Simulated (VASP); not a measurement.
# Ge5H2 in VASP: a series of runs

Runs on Ge5H2. Level: PBE. Tasks: single point.

Program: VASP 6.6.1. These are calculated values, not measurements. Logs are shortened: lines on timing, memory, paths and dates and some standing lists are left out, and cuts for length are marked.

### Step 1. The cell of the first run

The cell holds a slab with vacuum, 28 atoms: a = 8.147 Å, b = 8.147 Å, c = 19.518 Å, α = 90.00°, β = 90.00°, γ = 90.00°.

### Step 2. Single point, PBE

Input file INCAR:

```
PREC = Accurate ; ENCUT = 410
EDIFF = 1E-6 ; ISMEAR = 0
SIGMA = 0.05 ; LREAL = False
LASPH = True ; NELM = 120
ALGO = Normal ; ISIF = 2
LWAVE = False ; LCHARG = False
LDIPOL = True ; IDIPOL = 3
DIPOL = 0.5 0.5 0.341 ; GGA = PE
NBANDS = 164 ; GGA_COMPAT = False
NELMDL = -8
```

Input file KPOINTS:

```
regular mesh
0
Gamma
  3 3 1
```

Input file POSCAR:

```
Ge5H2
1.0
    8.1473826809      0.0000000000      0.0000000000
    0.0000000000      8.1473826809      0.0000000000
    0.0000000000      0.0000000000     19.5175094652
Ge H
20 8
Direct
    0.5000000000      0.5000000000      0.2513865784
    0.5000000000      0.0000000000      0.2513865784
    0.0000000000      0.5000000000      0.2513865784
    0.0000000000      0.0000000000      0.2513865784
    0.7500000000      0.5000000000      0.3251801834
    0.7500000000      0.0000000000      0.3251801834
    0.2500000000      0.5000000000      0.3251801834
    0.2500000000      0.0000000000      0.3251801834
    0.7446413693      0.7484355657      0.3997100382
    0.7446413693      0.2515644343      0.3997100382
    0.2527117234      0.7493585670      0.3960383498
    0.2527117234      0.2506414330      0.3960383498
   -0.0005833947      0.7282963534      0.4709657441
   -0.0005833947      0.2717036466      0.4709657441
    0.4955399527      0.7272392529      0.4748461505
    0.4955399527      0.2727607471      0.4748461505
    0.1043752635      0.0000000000      0.4989637774
    0.1045458126      0.5000000000      0.5443076775
    0.4048987630      0.0000000000      0.5139437596
    0.4322055943      0.5000000000      0.5605617818
    0.5083944213      0.6502083350      0.2033868863
    0.5083944213      0.3497916650      0.2033868863
    0.5083944213      0.1502083350      0.2033868863
    0.5083944213     -0.1502083350      0.2033868863
   -0.0083944213      0.3497916650      0.2033868863
   -0.0083944213      0.6502083350      0.2033868863
   -0.0083944213     -0.1502083350      0.2033868863
   -0.0083944213      0.1502083350      0.2033868863
```

Potentials or basis: VASP PAW PBE potentials, release 64 (Ge_d, H).

The run is started by

```
$ cat potpaw_PBE.64/Ge_d/POTCAR potpaw_PBE.64/H/POTCAR > POTCAR
$ mpirun -np 1 vasp_std > vasp.out
```

OUTCAR:

```text
PREC = Accurate
   ENCUT = 410
   EDIFF = 1E-6
   ISMEAR = 0
   LREAL = False
   LASPH = True
   NELM = 120
   ISIF = 2
   GGA = PE
   NELMDL = -8

 ion  position               nearest neighbor table
   1  0.500  0.500  0.251-  21 1.54  22 1.54   5 2.49   7 2.49
   2  0.500  0.000  0.251-  23 1.54  24 1.54   6 2.49   8 2.49
   3  0.000  0.500  0.251-  25 1.54  26 1.54   5 2.49   7 2.49
   4  0.000  0.000  0.251-  27 1.54  28 1.54   6 2.49   8 2.49
   5  0.750  0.500  0.325-   9 2.49  10 2.49   1 2.49   3 2.49
   6  0.750  0.000  0.325-   2 2.49   4 2.49   9 2.51  10 2.51
[... 8 lines left out ...]
  15  0.496  0.727  0.475-  19 2.46   9 2.51  11 2.51  20 2.55
  16  0.496  0.273  0.475-  19 2.46  10 2.51  12 2.51  20 2.55
  17  0.104  0.000  0.499-  13 2.44  14 2.44  19 2.47
  18  0.105  0.500  0.544-  13 2.50  14 2.50  20 2.69
  19  0.405  0.000  0.514-  15 2.46  16 2.46  17 2.47
  20  0.432  0.500  0.561-  15 2.55  16 2.55  18 2.69
  21  0.508  0.650  0.203-   1 1.54
  22  0.508  0.350  0.203-   1 1.54
  23  0.508  0.150  0.203-   2 1.54
  24  0.508  0.850  0.203-   2 1.54
  25  0.992  0.350  0.203-   3 1.54
  26  0.992  0.650  0.203-   3 1.54
  27  0.992  0.850  0.203-   4 1.54
  28  0.992  0.150  0.203-   4 1.54

  LATTYP: Found a simple tetragonal cell.
 ALAT       =     8.1473826809
 C/A-ratio  =     2.3955557545

  Lattice vectors:

 A1 = (   8.1473826809,   0.0000000000,   0.0000000000)
 A2 = (   0.0000000000,   8.1473826809,   0.0000000000)
 A3 = (   0.0000000000,   0.0000000000,  19.5175094652)

Analysis of symmetry for initial positions (statically):
=====================================================================
 Subroutine PRICEL returns:
 Original cell was already a primitive cell.

 Routine SETGRP: Setting up the symmetry group for a
 simple tetragonal supercell.

 Subroutine GETGRP returns: Found  2 space group operations
 (whereof  2 operations were pure point group operations)
 out of a pool of 16 trial point group operations.

The static configuration has the point symmetry C_1h.

Analysis of symmetry for dynamics (positions and initial velocities):
=====================================================================
 Subroutine PRICEL returns:
 Original cell was already a primitive cell.

 Routine SETGRP: Setting up the symmetry group for a
 simple tetragonal supercell.

 Subroutine GETGRP returns: Found  2 space group operations
 (whereof  2 operations were pure point group operations)
 out of a pool of 16 trial point group operations.

The dynamic configuration has the point symmetry C_1h.

 Subroutine INISYM returns: Found  2 space group operations
 (whereof  2 operations are pure point group operations),
 and found     1 'primitive' translations

----------------------------------------------------------------------------------------

                                     Primitive cell

  volume of cell :    1295.5692

  direct lattice vectors                    reciprocal lattice vectors
     8.147382681  0.000000000  0.000000000     0.122738803  0.000000000  0.000000000
     0.000000000  8.147382681  0.000000000     0.000000000  0.122738803  0.000000000
     0.000000000  0.000000000 19.517509465     0.000000000  0.000000000  0.051236045

  length of vectors
     8.147382681  8.147382681 19.517509465     0.122738803  0.122738803  0.051236045

  position of ions in fractional coordinates (direct lattice)
     0.500000000  0.500000000  0.251386578
     0.500000000  0.000000000  0.251386578
     0.000000000  0.500000000  0.251386578
     0.000000000  0.000000000  0.251386578
     0.750000000  0.500000000  0.325180183
     0.750000000  0.000000000  0.325180183
[... 20 lines left out ...]
     0.991605579  0.849791665  0.203386886
     0.991605579  0.150208335  0.203386886

  ion indices of the primitive-cell ions
   primitive index   ion index
                 1           1
                 2           2
                 3           3
                 4           4
                 5           5
                 6           6
[... 20 lines left out ...]
                27          27
                28          28

----------------------------------------------------------------------------------------

 KPOINTS: regular mesh

Automatic generation of k-mesh.
 Grid dimensions read from file:
 generate k-points for:    3    3    1

 Generating k-lattice:

  Cartesian coordinates                     Fractional coordinates (reciprocal lattice)
     0.040912934  0.000000000  0.000000000     0.333333333  0.000000000  0.000000000
     0.000000000  0.040912934  0.000000000     0.000000000  0.333333333  0.000000000
     0.000000000  0.000000000  0.051236045     0.000000000  0.000000000  1.000000000

  Length of vectors
     0.040912934  0.040912934  0.051236045

  Shift w.r.t. Gamma in fractional coordinates (k-lattice)
     0.000000000  0.000000000  0.000000000

 Subroutine IBZKPT returns following result:
 ===========================================

 Found      4 irreducible k-points:

 Following reciprocal coordinates:
            Coordinates               Weight
  0.000000  0.000000  0.000000      1.000000
  0.333333  0.000000  0.000000      2.000000
  0.000000  0.333333  0.000000      2.000000
  0.333333  0.333333  0.000000      4.000000
   k-points           NKPTS =      4   k-points in BZ     NKDIM =      4   number of bands    NBANDS=    164
   number of dos      NEDOS =    301   number of ions     NIONS =     28
   total plane-waves  NPLWV = 408240
   dimension x,y,z NGX =    54 NGY =   54 NGZ =  140
   dimension x,y,z NGXF=   108 NGYF=  108 NGZF=  280
   ions per type =              20   8
   NGX,Y,Z   is equivalent  to a cutoff of  11.02, 11.02, 11.92 a.u.
   NGXF,Y,Z  is equivalent  to a cutoff of  22.04, 22.04, 23.85 a.u.
 SYSTEM =  unknown system
   PREC   = accura    normal or accurate (medium, high low for compatibility)
   ISTART =      0    job   : 0-new  1-cont  2-samecut
   ICHARG =      2    charge: 1-file 2-atom 10-const
   ISPIN  =      1    spin polarized calculation?
   LNONCOLLINEAR =      F non collinear calculations
   LSORBIT =      F    spin-orbit coupling
   LASPH  =      T    aspherical Exc in radial PAW
   ENCUT  =  410.0 eV  30.13 Ry    5.49 a.u.  13.45 13.45 32.22*2*pi/ulx,y,z
   NELM   =    120;   NELMIN=  2; NELMDL= -8     # of ELM steps
   EDIFF  = 0.1E-05   stopping-criterion for ELM
   LREAL  =      F    real-space projection
   EDIFFG = 0.1E-04   stopping-criterion for IOM
   NSW    =      0    number of steps for IOM
   IBRION =     -1    ionic relax: 0-MD 1-quasi-New 2-CG
   NFREE  =      0    steps in history (QN), initial steepest desc. (CG)
   ISIF   =      2    stress and relaxation
   ISYM   =      2    0-nonsym 1-usesym 2-fastsym
   POTIM  = 0.5000    time-step for ionic-motion
   TEBEG  =    0.0;   TEEND  =   0.0 temperature during run
   PSTRESS=    0.0 pullay stress
   NELECT =     288.0000    total number of electrons
   NUPDOWN=      -1.0000    fix difference up-down
   EMIN   =  10.00;   EMAX   =-10.00  energy-range for DOS
   EFERMI =   0.00;   METHOD = LEGACY
   ISMEAR =     0;   SIGMA  =   0.05  broadening in eV -4-tet -1-fermi 0-gaus
   EFERMI_NEDOS =   21; number of points for ismear=-14 and -15
   IALGO  =     38    algorithm
   IMIX   =      4    mixing-type and parameters
     AMIX     =   0.40;   BMIX     =  1.00
     AMIX_MAG =   1.60;   BMIX_MAG =  1.00
  volume/ion in A,a.u.               =      46.27       312.25
  Fermi-wavevector in a.u.,A,eV,Ry     =   0.991712  1.874063 13.381223  0.983492
  Thomas-Fermi vector in A             =   2.123472
   LORBIT       =      0    0 simple, 1 ext, 2 COOP (PROOUT), +10 PAW based schemes
   GGA     = PE    functional components
   LHFCALC =     F    Hartree Fock is set to
   AEXX    =    0.0000 exact exchange contribution
   IVDW    =     0    specifies the selected vdW correction
   LEPSILON=     F    determine dielectric tensor
   LRPA    =     F    only Hartree local field effects (RPA)
 non-spin polarized calculation
 Gauss-broadening in eV      SIGMA  =   0.05
  energy-cutoff  :      410.00
  volume of cell :     1295.57
 maximum number of plane-waves:     24481
 NGX is ok and might be reduce to    54
   NGX = 27   NGY = 27   NGZ = 65

 number of electron     288.0000303 magnetization

 dipolmoment           0.000000      0.000000     -0.014882 electrons x Angstroem

 Free energy of the ion-electron system (eV)
  ---------------------------------------------------
  ext. energy  EPLUGINS =         0.00000000
  ---------------------------------------------------
  free energy    TOTEN  =      -110.92926423 eV

  energy without entropy =     -110.91537376  energy(sigma->0) =     -110.92231900

 E-fermi :  -1.2669     XC(G=0):  -4.4909

 val. band max:       -1.3120146242   @ k =   0.3333   0.0000   0.0000
 cond. band min:      -1.2486221221   @ k =   0.3333   0.3333   0.0000
 fundamental gap:      0.0633925021
 Fermi energy:        -1.2669457489

 k-point     1 :       0.0000    0.0000    0.0000
  band No.  band energies     occupation
      1     -25.8797      2.00000
      2     -25.8347      2.00000
      3     -25.8327      2.00000
      4     -25.8146      2.00000
      5     -25.7779      2.00000
      6     -25.7525      2.00000
[... 148 lines left out ...]
    155       1.0694      0.00000
    156       1.2372      0.00000

 k-point     2 :       0.3333    0.0000    0.0000
  band No.  band energies     occupation
      1     -25.8797      2.00000
      2     -25.8347      2.00000
      3     -25.8328      2.00000
      4     -25.8147      2.00000
      5     -25.7792      2.00000
      6     -25.7529      2.00000
[... 148 lines left out ...]
    155       1.4466      0.00000
    156       1.5242      0.00000

 k-point     3 :       0.0000    0.3333    0.0000
  band No.  band energies     occupation
      1     -25.8796      2.00000
      2     -25.8346      2.00000
      3     -25.8334      2.00000
      4     -25.8150      2.00000
      5     -25.7787      2.00000
      6     -25.7553      2.00000
[... 148 lines left out ...]
    155       1.4391      0.00000
    156       1.6643      0.00000

 k-point     4 :       0.3333    0.3333    0.0000
  band No.  band energies     occupation
      1     -25.8796      2.00000
      2     -25.8346      2.00000
      3     -25.8334      2.00000
      4     -25.8150      2.00000
      5     -25.7799      2.00000
      6     -25.7558      2.00000
[... 148 lines left out ...]
    155       1.7972      0.00000
    156       1.8608      0.00000
 [bands above 156 left out]

------------------------ aborting loop because EDIFF is reached ----------------------------------------

 vacuum level on the upper side and lower side of the slab       (xc-potential included)        -0.242        -0.145

  FORCE on cell =-STRESS in cart. coord.  units (eV):
  Direction    XX          YY          ZZ          XY          YZ          ZX
  --------------------------------------------------------------------------------------
  -------------------------------------------------------------------------------------
  Total       -4.4875859      9.9294842     -1.2971055      0.0000000      0.0000000     -0.0091907
  in kB       -5.5496134     12.2793858     -1.6040772      0.0000000      0.0000000     -0.0113657
  external PRESSURE =       1.7085651 kB  Pullay stress =       0.0000000 kB

 VOLUME and BASIS-vectors are now :
 -----------------------------------------------------------------------------
  energy-cutoff  :      410.00
  volume of cell :     1295.57
      direct lattice vectors                 reciprocal lattice vectors
     8.147382681  0.000000000  0.000000000     0.122738803  0.000000000  0.000000000
     0.000000000  8.147382681  0.000000000     0.000000000  0.122738803  0.000000000
     0.000000000  0.000000000 19.517509465     0.000000000  0.000000000  0.051236045

 POSITION                                       TOTAL-FORCE (eV/Angst)
 -----------------------------------------------------------------------------------
      4.07369      4.07369      4.90644         0.067321      0.000000      0.199426
      4.07369      0.00000      4.90644         0.017220      0.000000      0.171665
      0.00000      4.07369      4.90644        -0.050144      0.000000      0.214787
      0.00000      0.00000      4.90644        -0.041912      0.000000      0.232160
      6.11054      4.07369      6.34671        -0.069688      0.000000     -0.151124
      6.11054      0.00000      6.34671        -0.017505      0.000000      0.041932
[... 20 lines left out ...]
      8.07899      6.92358      3.96961         0.024063      0.026815      0.045189
      8.07899      1.22380      3.96961         0.024063     -0.026815      0.045189
 -----------------------------------------------------------------------------------
    total drift:                               -0.000244      0.000000     -0.000188

  FREE ENERGIE OF THE ION-ELECTRON SYSTEM (eV)
  ---------------------------------------------------
  free  energy   TOTEN  =      -110.9292642277 eV

  energy  without entropy=     -110.9153737633  energy(sigma->0) =     -110.92231900

 vacuum level on the upper side and lower side of the slab         3.073         3.173
```

Wall time 44 min (1 thread of Intel Xeon Platinum 8488C (Sapphire Rapids), shared host); peak memory 1 GiB.

What came out:

| Item | Value |
| --- | --- |
| Free energy | -110.9293 eV |
| Largest force | 0.762 eV/Å |
| Band gap on the k mesh | zero (bands 144 and 145 overlap by 0.19 eV) |

Forces on the atoms (eV/Å):
```
Ge   0.067  0.000  0.199
Ge   0.017  0.000  0.172
Ge  -0.050  0.000  0.215
Ge  -0.042  0.000  0.232
Ge  -0.070  0.000 -0.151
Ge  -0.018  0.000  0.042
Ge   0.003  0.000 -0.762
Ge   0.063  0.000 -0.674
Ge   0.024  0.025  0.003
Ge   0.024 -0.025  0.003
Ge  -0.009  0.007  0.003
Ge  -0.009 -0.007  0.003
Ge   0.002  0.000 -0.001
Ge   0.002  0.000 -0.001
Ge  -0.014  0.004  0.002
Ge  -0.014 -0.004  0.002
Ge  -0.025  0.000  0.381
Ge   0.011  0.000  0.131
Ge   0.015  0.000 -0.020
Ge   0.009  0.000  0.027
H   -0.042 -0.030  0.014
H   -0.042  0.030  0.014
H   -0.004 -0.028  0.022
H   -0.004  0.028  0.022
H    0.029  0.033  0.016
H    0.029 -0.033  0.016
H    0.024  0.027  0.045
H    0.024 -0.027  0.045
```

### Step 3. Single point, PBE

Input file INCAR:

```
SYSTEM = Ge5H2
PREC     = Accurate       ! precision mode
ENCUT    = 410            ! plane-wave cutoff, eV
EDIFF    = 1E-6           ! SCF threshold, eV
ISMEAR   = 0              ! smearing method
SIGMA    = 0.05           ! smearing width, eV
LREAL    = .False.        ! projectors in reciprocal space
LASPH    = .True.         ! aspherical terms in the spheres
NELM     = 120            ! most SCF steps
ALGO     = Normal         ! electronic algorithm
ISIF     = 2              ! what is computed and relaxed
LWAVE    = .False.        ! write WAVECAR
LCHARG   = .True.         ! write CHGCAR
LDIPOL   = .True.       
IDIPOL   = 3            
DIPOL    = 0.5 0.5 0.342
GGA      = PE             ! functional
LELF     = .True.         ! ELF
LVHAR    = .True.       
LVACPOTAV= .True.       
NBANDS   = 164            ! bands
GGA_COMPAT= .False.      
NELMDL   = -8
```

Input file KPOINTS:

```
Automatic mesh
0
Gamma
  3 3 1
  0 0 0
```

Input file POSCAR:

```
Ge5H2
1.0
    8.1473826809      0.0000000000      0.0000000000
    0.0000000000      8.1473826809      0.0000000000
    0.0000000000      0.0000000000     19.5175094652
Ge H
20 8
Direct
    0.5000000000      0.5000000000      0.2513865784
    0.5000000000      0.0000000000      0.2513865784
    0.0000000000      0.5000000000      0.2513865784
    0.0000000000      0.0000000000      0.2513865784
    0.7500000000      0.5000000000      0.3251801834
    0.7500000000      0.0000000000      0.3251801834
    0.2500000000      0.5000000000      0.3251801834
    0.2500000000      0.0000000000      0.3251801834
    0.7565590445      0.7481096953      0.4015604850
    0.7565590445      0.2518903047      0.4015604850
    0.2390343971      0.7469572819      0.3959061206
    0.2390343971      0.2530427181      0.3959061206
    0.0066850912      0.7387730192      0.4792468777
    0.0066850912      0.2612269808      0.4792468777
    0.4965061093      0.7470284934      0.4743888115
    0.4965061093      0.2529715066      0.4743888115
    0.0605474708      0.0000000000      0.5443076775
    0.0581327960      0.5000000000      0.5663904131
    0.3509275347      0.0000000000      0.5093089489
    0.3521901411      0.5000000000      0.5172370343
    0.5083944213      0.6502083350      0.2033868863
    0.5083944213      0.3497916650      0.2033868863
    0.5083944213      0.1502083350      0.2033868863
    0.5083944213     -0.1502083350      0.2033868863
   -0.0083944213      0.3497916650      0.2033868863
   -0.0083944213      0.6502083350      0.2033868863
   -0.0083944213     -0.1502083350      0.2033868863
   -0.0083944213      0.1502083350      0.2033868863
```

Potentials or basis: VASP PAW PBE potentials, release 64 (Ge_d, H).

The run is started by

```
$ cat potpaw_PBE.64/Ge_d/POTCAR potpaw_PBE.64/H/POTCAR > POTCAR
$ mpirun -np 1 vasp_std > vasp.out
```

Wall time 32 min (1 thread of Intel Xeon 6975P-C (Granite Rapids), shared host); peak memory 0.99 GiB.

It converged, with:

| Item | Value |
| --- | --- |
| Free energy | -111.1546 eV |
| Largest force | 0.940 eV/Å |
| Band gap on the k mesh | 0.42 eV (least direct gap 0.56 eV) |

Forces on the atoms (eV/Å):
```
Ge   0.042  0.000  0.219
Ge   0.090  0.000  0.234
Ge   0.017  0.000  0.215
Ge  -0.038  0.000  0.201
Ge  -0.104  0.000  0.071
Ge  -0.017  0.000  0.303
Ge   0.099  0.000 -0.935
Ge  -0.024  0.000 -0.456
Ge   0.000  0.000  0.008
Ge   0.000  0.000  0.008
Ge  -0.001  0.011  0.005
Ge  -0.001 -0.011  0.005
Ge   0.014 -0.013 -0.021
Ge   0.014  0.013 -0.021
Ge  -0.004  0.000 -0.006
Ge  -0.004  0.000 -0.006
Ge  -0.008  0.000  0.484
Ge   0.001  0.000 -0.500
Ge   0.002  0.000  0.002
Ge  -0.013  0.000 -0.017
H   -0.025 -0.048  0.008
H   -0.025  0.048  0.008
H   -0.052 -0.030  0.055
H   -0.052  0.030  0.055
H    0.011  0.047  0.009
H    0.011 -0.047  0.009
H    0.034  0.035  0.031
H    0.034 -0.035  0.031
```

Levels at points of the mesh, in eV from the valence-band top:
| k point | band 142 | band 143 | band 144 | band 145 | band 146 | band 147 |
| --- | --- | --- | --- | --- | --- | --- |
| (0.00, 0.00, 0.00) | -0.50 | -0.38 | -0.24 | 0.42 | 0.63 | 0.68 |

The gap in the log of VASP goes by the Fermi energy; the results here count the filled bands.